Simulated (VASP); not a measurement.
# BAs (Pmmm) in VASP: further runs

BAs is run at these levels: PBE-based screened hybrid with 25 % exact exchange, RPBE+D4; tasks: relaxation of cell and atoms.

Everything below comes from runs of VASP 6.6.1. Logs are shortened: lines on timing, memory, paths and dates and some standing lists are left out, and cuts for length are marked.

## (1) The cell of the first run

The structure is orthorhombic, space group Pmmm (No. 47). Conventional cell: a = 2.128 Å, b = 3.174 Å, c = 4.951 Å, α = 90.00°, β = 90.00°, γ = 90.00°. B (site symmetry mmm) has 2 B at 2.13 Å and 4 As at 2.69 Å within 2.8 Å. As (site symmetry mmm) has 2 As at 2.13 Å and 4 B at 2.69 Å within 2.8 Å.

## (2) Relaxation of cell and atoms, PBE-based screened hybrid with 25 % exact exchange

Contents of POSCAR:

```
BAs
1.0
    2.1275493300      0.0000000000      0.0000000000
    0.0000000000      3.1740629400      0.0000000000
    0.0000000000      0.0000000000      4.9509801800
B As
1 1
Direct
    0.0000000000      0.5000000000      0.0000000000
    0.5000000000      0.5000000000      0.5000000000
```

Contents of INCAR.step1:

```
SYSTEM = BAs
ALGO = Normal ; EDIFF = 1E-5
ENCUT = 600 ; GGA = PE
ISMEAR = -1 ; LASPH = .TRUE.
LCHARG = .FALSE. ; LREAL = .FALSE.
LWAVE = .TRUE. ; NBANDS = 11
NELM = 100 ; PREC = Accurate
SIGMA = 0.05
```

Contents of INCAR.step2:

```
SYSTEM = BAs
AEXX = 0.25 ; ALGO = Normal
EDIFF = 1E-6 ; EDIFFG = -0.01
ENCUT = 600 ; GGA = PE
HFSCREEN = 0.3 ; IBRION = 2
ISIF = 3 ; ISMEAR = -1
ISTART = 1 ; LASPH = .TRUE.
LCHARG = .FALSE. ; LHFCALC = .TRUE.
LREAL = .FALSE. ; LWAVE = .FALSE.
NELM = 100 ; NSW = 60
PREC = Accurate ; PRECFOCK = Normal
SIGMA = 0.05
```

Contents of KPOINTS:

```
k-points
0
G
  6 4 3
  0 0 0
```

Potentials or basis: VASP PAW PBE potentials, release 64 (B, As).

Launch:

```bash
$ cat potpaw_PBE.64/B/POTCAR potpaw_PBE.64/As/POTCAR > POTCAR
$ cp INCAR.step1 INCAR
$ mpirun -np 1 vasp_std > vasp.out
$ cp INCAR.step2 INCAR
$ mpirun -np 1 vasp_std > vasp.out
```

OUTCAR:

```text
SYSTEM = BAs
   AEXX = 0.25
   EDIFF = 1E-6
   EDIFFG = -0.01
   ENCUT = 600
   GGA = PE
   HFSCREEN = 0.3
   IBRION = 2
   ISIF = 3
   ISMEAR = -1
   ISTART = 1
   LASPH = .TRUE.
   LHFCALC = .TRUE.
   LREAL = .FALSE.
   NELM = 100
   NSW = 60
   PREC = Accurate
   PRECFOCK = Normal

 ion  position               nearest neighbor table
   1  0.000  0.500  0.000-
   2  0.500  0.500  0.500-

  LATTYP: Found a simple orthorhombic cell.
 ALAT       =     2.1275493300
 B/A-ratio  =     1.4918868838
 C/A-ratio  =     2.3270812621

  Lattice vectors:

 A1 = (   2.1275493300,   0.0000000000,   0.0000000000)
 A2 = (   0.0000000000,   3.1740629400,   0.0000000000)
 A3 = (   0.0000000000,   0.0000000000,   4.9509801800)

Analysis of symmetry for initial positions (statically):
=====================================================================
 Subroutine PRICEL returns:
 Original cell was already a primitive cell.

 Routine SETGRP: Setting up the symmetry group for a
 simple orthorhombic supercell.

 Subroutine GETGRP returns: Found  8 space group operations
 (whereof  8 operations were pure point group operations)
 out of a pool of  8 trial point group operations.

The static configuration has the point symmetry D_2h.

Analysis of symmetry for dynamics (positions and initial velocities):
=====================================================================
 Subroutine PRICEL returns:
 Original cell was already a primitive cell.

 Routine SETGRP: Setting up the symmetry group for a
 simple orthorhombic supercell.

 Subroutine GETGRP returns: Found  8 space group operations
 (whereof  8 operations were pure point group operations)
 out of a pool of  8 trial point group operations.

The dynamic configuration has the point symmetry D_2h.

 Subroutine INISYM returns: Found  8 space group operations
 (whereof  8 operations are pure point group operations),
 and found     1 'primitive' translations

----------------------------------------------------------------------------------------

                                     Primitive cell

  volume of cell :      33.4338

  direct lattice vectors                    reciprocal lattice vectors
     2.127549330  0.000000000  0.000000000     0.470024354  0.000000000  0.000000000
     0.000000000  3.174062940  0.000000000     0.000000000  0.315053614  0.000000000
     0.000000000  0.000000000  4.950980180     0.000000000  0.000000000  0.201980207

  length of vectors
     2.127549330  3.174062940  4.950980180     0.470024354  0.315053614  0.201980207

  position of ions in fractional coordinates (direct lattice)
     0.000000000  0.500000000  0.000000000
     0.500000000  0.500000000  0.500000000

  ion indices of the primitive-cell ions
   primitive index   ion index
                 1           1
                 2           2

----------------------------------------------------------------------------------------

 KPOINTS: k-points

Automatic generation of k-mesh.
 Grid dimensions read from file:
 generate k-points for:    6    4    3

 Generating k-lattice:

  Cartesian coordinates                     Fractional coordinates (reciprocal lattice)
     0.078337392  0.000000000  0.000000000     0.166666667  0.000000000  0.000000000
     0.000000000  0.078763403  0.000000000     0.000000000  0.250000000  0.000000000
     0.000000000  0.000000000  0.067326736     0.000000000  0.000000000  0.333333333

  Length of vectors
     0.078337392  0.078763403  0.067326736

  Shift w.r.t. Gamma in fractional coordinates (k-lattice)
     0.000000000  0.000000000  0.000000000

 Subroutine IBZKPT returns following result:
 ===========================================

 Found     24 irreducible k-points:

 Following reciprocal coordinates:
            Coordinates               Weight
  0.000000  0.000000  0.000000      1.000000
  0.166667  0.000000  0.000000      2.000000
  0.333333  0.000000  0.000000      2.000000
  0.500000  0.000000  0.000000      1.000000
  0.000000  0.250000  0.000000      2.000000
  0.166667  0.250000  0.000000      4.000000
[... 16 lines left out ...]
  0.333333  0.500000  0.333333      4.000000
  0.500000  0.500000  0.333333      2.000000
   k-points           NKPTS =     24   k-points in BZ     NKDIM =     72   number of bands    NBANDS=      8
   number of dos      NEDOS =    301   number of ions     NIONS =      2
   total plane-waves  NPLWV =  20160
   dimension x,y,z NGX =    18 NGY =   28 NGZ =   40
   dimension x,y,z NGXF=    36 NGYF=   56 NGZF=   80
   ions per type =               1   1
   NGX,Y,Z   is equivalent  to a cutoff of  14.07, 14.67, 13.43 a.u.
   NGXF,Y,Z  is equivalent  to a cutoff of  28.13, 29.33, 26.86 a.u.
 SYSTEM =  BAs
   PREC   = accura    normal or accurate (medium, high low for compatibility)
   ISTART =      1    job   : 0-new  1-cont  2-samecut
   ICHARG =      0    charge: 1-file 2-atom 10-const
   ISPIN  =      1    spin polarized calculation?
[... 70 lines left out ...]
  Total        7.4461374     -1.5397158     -1.8537821     -0.0000000      0.0000000      0.0000000
  in kB      356.8249959    -73.7844409    -88.8347540     -0.0000000      0.0000000      0.0000000
  external PRESSURE =      64.7352670 kB  Pullay stress =       0.0000000 kB
[... 89 lines left out ...]
  FREE ENERGIE OF THE ION-ELECTRON SYSTEM (eV)
  ---------------------------------------------------
  free  energy   TOTEN  =        -8.7417311722 eV

  energy  without entropy=       -8.7355111337  energy(sigma->0) =       -8.73862115

 E-fermi :   3.6313     XC(G=0):  -8.2849

 val. band max:        3.5426004803   @ k =   0.1667   0.5000   0.0000
 cond. band min:       3.8031058300   @ k =   0.1667   0.5000   0.3333
 fundamental gap:      0.2605053497
 Fermi energy:         3.6313052843

 k-point     1 :       0.0000    0.0000    0.0000
  band No.  band energies     occupation
      1     -11.8673      2.00000
      2      -3.8892      2.00000
      3      -2.4981      2.00000
      4       4.7403      0.00000
      5       8.4603      0.00000
      6      10.5252      0.00000
      7      11.4072      0.00000
      8      11.5286      0.00000
[... 243 lines left out ...]
 k-point    24 :       0.5000    0.5000    0.3333
  band No.  band energies     occupation
      1      -3.6570      2.00000
      2      -2.3562      2.00000
      3       0.9321      2.00000
      4       1.5860      2.00000
      5       2.6265      2.00000
      6       4.9160      0.00000
      7       7.9340      0.00000
      8       8.6306      0.00000

 E-fermi :   9.9047     XC(G=0): -10.1824

 val. band max:        9.5044045267   @ k =   0.5000   0.2500   0.0000
 cond. band min:       9.9248172458   @ k =   0.0000   0.0000   0.3333
 fundamental gap:      0.4204127191
 Fermi energy:         9.9046952269

 k-point     1 :       0.0000    0.0000    0.0000
  band No.  band energies     occupation
      1     -10.8841      2.00000
      2       0.8303      2.00000
      3       2.8959      2.00000
      4      10.9187      0.00000
      5      17.0847      0.00000
      6      19.3291      0.00000
      7      19.3431      0.00000
      8      21.1804      0.00000
[... 243 lines left out ...]
 k-point    24 :       0.5000    0.5000    0.3333
  band No.  band energies     occupation
      1       2.7537      2.00000
      2       3.5978      2.00000
      3       3.7703      2.00000
      4       6.6640      2.00000
      5       7.5864      2.00000
      6       9.3621      1.99996
      7      12.8786      0.00000
      8      14.9056      0.00000

 E-fermi :  10.0642     XC(G=0): -10.3529

 val. band max:        9.9842840545   @ k =   0.3333   0.2500   0.0000
 cond. band min:      10.2367353464   @ k =   0.1667   0.5000   0.0000
 fundamental gap:      0.2524512919
 Fermi energy:        10.0642300774

 k-point     1 :       0.0000    0.0000    0.0000
  band No.  band energies     occupation
      1     -10.5323      2.00000
      2       4.4343      2.00000
      3       5.5653      2.00000
      4       7.5340      2.00000
      5      13.6252      0.00000
      6      19.7612      0.00000
      7      20.3238      0.00000
      8      20.6224      0.00000
[... 243 lines left out ...]
 k-point    24 :       0.5000    0.5000    0.3333
  band No.  band energies     occupation
      1       2.5429      2.00000
      2       2.6510      2.00000
      3       4.0844      2.00000
      4       6.3122      2.00000
      5       8.1981      2.00000
      6       9.9385      1.85036
      7      14.6560      0.00000
      8      14.7364      0.00000

[... ionic steps 4 to 26 ...]

--------------------------------------- Ionic step       27  -------------------------------------------

 number of electron       7.9999999 magnetization

------------------------ aborting loop because EDIFF is reached ----------------------------------------

  FORCE on cell =-STRESS in cart. coord.  units (eV):
  Direction    XX          YY          ZZ          XY          YZ          ZX
  --------------------------------------------------------------------------------------
  -------------------------------------------------------------------------------------
  Total       -0.0017802     -0.0694534     -0.0134787     -0.0000000      0.0000000      0.0000000
  in kB       -0.1135229     -4.4289469     -0.8595163     -0.0000000      0.0000000      0.0000000
  external PRESSURE =      -1.8006620 kB  Pullay stress =       0.0000000 kB
[... 57 lines left out ...]
  energy  without entropy=      -10.4225058015  energy(sigma->0) =      -10.42595218

--------------------------------------- Ionic step       29  -------------------------------------------

 number of electron       7.9999999 magnetization

 Free energy of the ion-electron system (eV)
  ---------------------------------------------------
  ext. energy  EPLUGINS =         0.00000000
  ---------------------------------------------------
  free energy    TOTEN  =       -10.42940362 eV

  energy without entropy =      -10.42250793  energy(sigma->0) =      -10.42595577

 E-fermi :   6.9060     XC(G=0):  -9.4394

 val. band max:        6.5538401920   @ k =   0.3333   0.2500   0.0000
 cond. band min:       6.9652069938   @ k =   0.3333   0.2500   0.3333
 fundamental gap:      0.4113668018
 Fermi energy:         6.9059556991

 k-point     1 :       0.0000    0.0000    0.0000
  band No.  band energies     occupation
      1     -10.8134      2.00000
      2       3.5469      2.00000
      3       3.6223      2.00000
      4       6.4003      1.99992
      5       9.7620      0.00000
      6      11.9286      0.00000
      7      16.1340      0.00000
      8      17.9914      0.00000
[... 280 lines left out ...]
  FREE ENERGIE OF THE ION-ELECTRON SYSTEM (eV)
  ---------------------------------------------------
  free  energy   TOTEN  =       -10.4294036157 eV

  energy  without entropy=      -10.4225079287  energy(sigma->0) =      -10.42595577

 reached required accuracy - stopping structural energy minimisation
```

Run time: 72 min. Hardware: 1 thread of Intel Xeon Platinum 8488C (Sapphire Rapids), shared host; peak memory 0.28 GiB.

Results:

```yaml
Free_energy: -10.4294 eV
Relaxed_volume: 12.54 Å³/atom
Relaxed_cell: a = 3.084 Å, b = 2.648 Å, c = 3.071 Å, α = 90.00°, β = 90.00°, γ = 90.00°
Space_group_after_relaxing_to_0.1_Å: P4/mmm (No. 123)
Energy_gained_by_relaxing: 1202.8 meV/atom
Ionic_steps: 29
Pressure_after_relaxing: 0.0 GPa
Band_gap_on_the_k_mesh: zero (bands 4 and 5 overlap by 4.66 eV)
```

Step by step:
```
step  energy change (eV)  largest force (eV/Å)  pressure (GPa)  volume (Å³)
   1              0.0000                0.0000            6.47        33.43
   2             -0.6966                0.0000          -10.98        36.28
   3             -0.7179                0.0000           -9.41        35.93
   4             -0.7175                0.0000           -8.81        35.83
   5             -1.0334                0.0000           -9.59        31.68
   6             -1.0427                0.0000           46.71        20.47
   7             -1.3270                0.0000           -6.00        28.22
   8             -1.4562                0.0000            9.04        24.22
   9             -1.4603                0.0000            3.44        25.16
  10             -1.4644                0.0000            6.14        24.68
  11             -1.6737                0.0000            8.06        23.46
  12             -0.9327                0.0000           65.29        19.33
  13             -1.7352                0.0000           20.57        22.16
  14             -1.7551                0.0000           16.35        22.54
  15             -1.9288                0.0000           13.73        22.95
  16             -2.1163                0.0000           11.65        23.35
  17             -2.0981                0.0000            9.79        23.56
  18             -2.1465                0.0000            7.97        23.58
  19             -2.2523                0.0000            8.96        23.53
  20             -2.3783                0.0000            2.33        24.63
  21             -2.3945                0.0000           -0.33        24.99
  22             -2.3974                0.0000           -2.74        25.69
  23             -2.4021                0.0000           -1.87        25.39
  24             -2.4021                0.0000           -1.75        25.35
  25             -2.4055                0.0000            0.05        25.09
  26             -2.4055                0.0000           -0.15        25.12
  27             -2.4055                0.0000           -0.18        25.12
  28             -2.4056                0.0000           -0.10        25.10
  29             -2.4056                0.0000           -0.02        25.08
```

Final structure:
```cif
data_structure
_symmetry_space_group_name_H-M 'P 1'
_symmetry_Int_Tables_number 1
_cell_length_a 3.0845
_cell_length_b 2.6478
_cell_length_c 3.0708
_cell_angle_alpha 90.000
_cell_angle_beta 90.000
_cell_angle_gamma 90.000
_cell_volume 25.08
loop_
_atom_site_label
_atom_site_type_symbol
_atom_site_fract_x
_atom_site_fract_y
_atom_site_fract_z
_atom_site_occupancy
B1 B 0.00000 0.50000 0.00000 1
As1 As 0.50000 0.50000 0.50000 1
```

Caveat: the k points lie up to 0.68 Å⁻¹ apart in the final cell, too coarse for converged energies and pressures of a metal; the volume moved by over 15 % at a fixed basis, so the end points are rough; the PAW data sets were made with another functional, which shifts forces and pressure a little.

## (3) Relaxation of cell and atoms, RPBE+D4

Contents of INCAR:

```
PREC = Accurate
ENCUT = 560
EDIFF = 1E-7
ISMEAR = -1
SIGMA = 0.05
LREAL = F
LASPH = T
NELM = 120
ALGO = Normal
ISIF = 3
LWAVE = F
LCHARG = F
GGA = RP
IVDW = 13
IBRION = 2
NSW = 60
EDIFFG = -0.01
GGA_COMPAT = F
NELMIN = 4
```

Contents of KPOINTS:

```
regular mesh
0
Gamma
  12 8 6
```

POSCAR is that of step 2.

Potentials or basis: VASP PAW PBE potentials, release 64 (B, As_d).

Launch:

```bash
$ cat potpaw_PBE.64/B/POTCAR potpaw_PBE.64/As_d/POTCAR > POTCAR
$ mpirun -np 1 vasp_std > vasp.out
```

It took 17 min on 1 thread of Intel Xeon Platinum 8259CL at 2.50GHz (Skylake/Cascade Lake), shared host; peak memory 0.22 GiB.

It converged, with:

* Free energy: -10.3801 eV
* Relaxed volume: 12.28 Å³/atom
* Relaxed cell: a = 3.107 Å, b = 2.531 Å, c = 3.125 Å, α = 90.00°, β = 90.00°, γ = 90.00°
* Space group after relaxing (to 0.1 Å): P4/mmm (No. 123)
* Energy gained by relaxing: 1240.7 meV/atom
* Ionic steps: 29
* Pressure after relaxing: 0.1 GPa
* Band gap on the k mesh: zero (bands 9 and 10 overlap by 5.32 eV)
* Dispersion energy per atom: -0.901 eV

The path:
```csv
step,energy change (eV),largest force (eV/Å),pressure (GPa),volume (Å³)
1,0.0000,0.0000,0.21,33.43
2,-0.7644,0.0000,-6.79,33.15
3,-0.9932,0.0000,-13.40,32.81
4,-1.3831,0.0000,-17.59,31.75
5,-1.6682,0.0000,-1.93,28.42
6,-1.6782,0.0000,5.85,29.09
7,-1.6734,0.0000,3.75,28.83
8,-1.6708,0.0000,1.05,28.62
9,-1.7929,0.0000,-14.29,29.20
10,-1.9103,0.0000,-20.29,30.17
11,-1.9201,0.0000,-19.64,29.68
12,-1.9785,0.0000,-21.12,29.99
13,-1.9693,0.0000,-20.75,29.89
14,-1.9770,0.0000,-20.86,29.88
15,-1.9963,0.0000,-20.87,29.87
16,-2.0172,0.0000,-20.43,29.82
17,-2.0362,0.0000,-20.13,29.69
18,-2.0916,0.0000,-19.35,29.29
19,-2.1935,0.0000,-17.59,28.52
20,-2.3605,0.0000,-13.17,27.00
21,-2.4674,0.0000,3.08,24.13
22,-2.4758,0.0000,-0.10,24.69
23,-2.4758,0.0000,-0.71,24.79
24,-2.4779,0.0000,-0.62,24.75
25,-2.4813,0.0000,-0.29,24.65
26,-2.4814,0.0000,-0.22,24.62
27,-2.4814,0.0000,-0.21,24.62
28,-2.4814,0.0000,-0.14,24.60
29,-2.4814,0.0000,0.09,24.57
```

Final structure:
```
B As
1.0
     3.10666    0.00000    0.00000
     0.00000    2.53105    0.00000
     0.00000    0.00000    3.12453
B As
1 1
Direct
  0.00000 0.50000 0.00000
  0.50000 0.50000 0.50000
```

Levels at points of the mesh, in eV from the Fermi level:
| k point | band 6 | band 7 | band 8 | band 9 | band 10 | band 11 | band 12 | band 13 |
| --- | --- | --- | --- | --- | --- | --- | --- | --- |
| (0.00, 0.00, 0.00) | -16.35 | -3.36 | -3.22 | -1.57 | 3.70 | 4.20 | 9.32 | 9.36 |
| (0.50, 0.00, 0.00) | -14.06 | -10.84 | 0.54 | 0.57 | 2.41 | 4.32 | 6.22 | 7.59 |
| (0.00, 0.50, 0.00) | -12.41 | -8.38 | -1.00 | -0.87 | 1.76 | 3.58 | 7.87 | 9.41 |
| (0.50, 0.50, 0.00) | -10.09 | -7.42 | -5.87 | -3.39 | 2.40 | 3.50 | 6.18 | 8.24 |
| (0.00, 0.00, 0.50) | -14.10 | -10.87 | 0.64 | 0.66 | 2.51 | 4.47 | 6.20 | 7.56 |
| (0.50, 0.00, 0.50) | -11.79 | -8.07 | -8.05 | -6.79 | 6.92 | 8.85 | 12.04 | 12.12 |
| (0.00, 0.50, 0.50) | -10.14 | -7.44 | -5.91 | -3.42 | 2.48 | 3.59 | 6.29 | 8.39 |
| (0.50, 0.50, 0.50) | -7.24 | -5.33 | -5.31 | -4.52 | -3.06 | -1.63 | 3.33 | 3.36 |

Caveat: the volume moved by over 15 % at a fixed basis, so the end points are rough; the PAW data sets were made with another functional, which shifts forces and pressure a little.

The gap in the log of VASP goes by the Fermi energy; the results here count the filled bands.